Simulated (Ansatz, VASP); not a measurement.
## SrCl2 in VASP and in Ansatz

INCAR

```
PREC = Accurate
ENCUT = 520
EDIFF = 1E-7
ISMEAR = 0
SIGMA = 0.05
LREAL = False
LASPH = True
NELM = 80
ALGO = Normal
ISIF = 2
LWAVE = False
LCHARG = False
GGA = PE
NBANDS = 19
```

File KPOINTS:

```
Automatic mesh
0
Gamma
  6 6 6
```

The input POSCAR:

```
SrCl2
1.0
    0.0000000000      3.6508884878      3.4792967289
    3.6508884878      0.0000000000      3.4792967289
    3.6508884878      3.6508884878      0.0000000000
Sr Cl
1 2
Direct
    0.0000000000      0.0000000000      0.0000000000
    0.2500000000      0.2500000000      0.2500000000
    0.7500000000      0.7500000000      0.7500000000
```

Input for Ansatz:

```yaml
crystal:
  lattice:
    - [0.0, 3.6508884878, 3.4792967289]
    - [3.6508884878, 0.0, 3.4792967289]
    - [3.6508884878, 3.6508884878, 0.0]
  atoms:
    - { symbol: Sr, position: [0.0, 0.0, 0.0] }
    - { symbol: Cl, position: [0.25, 0.25, 0.25] }
    - { symbol: Cl, position: [0.75, 0.75, 0.75] }
basis:
  ecutwfc: 420
kpoints:
  mp_grid: { grid: [6, 6, 6] }
hamiltonian:
  xc: pbe
scf:
  occupations: { method: gaussian, width: 0.05 }
output:
  forces: true
  stress: true
  eigenvalues: true
```

Alike in both runs: task single point; functional PBE; k mesh 6 × 6 × 6; occupations gaussian, width 0.05 eV; no spin polarisation.

```csv
,VASP,Ansatz
version,VASP 6.6.1,Ansatz 0.2.0
potentials or method,"VASP PAW PBE potentials, release 64 (Sr_sv, Cl), cutoff 520 eV","scalar-relativistic, plane waves, PAW"
valence electrons in the cell,24,24
```

Ansatz gave:

```
gap on the k mesh at the Fermi level (eV)                     : 4.77
least direct gap on the mesh (eV)                             : 5.03
pressure (GPa)                                                : -1.8
traceless stress, the component that is largest in VASP (GPa) : 1.48
```

Q: What did VASP give for the same quantities?

A: gap on the k mesh at the Fermi level (eV): 4.77; least direct gap on the mesh (eV): 5.03; pressure (GPa): -1.7; traceless stress, the component that is largest in VASP (GPa): 1.47.

The functional is the same, so the differences come from potentials, cutoffs and numerics.
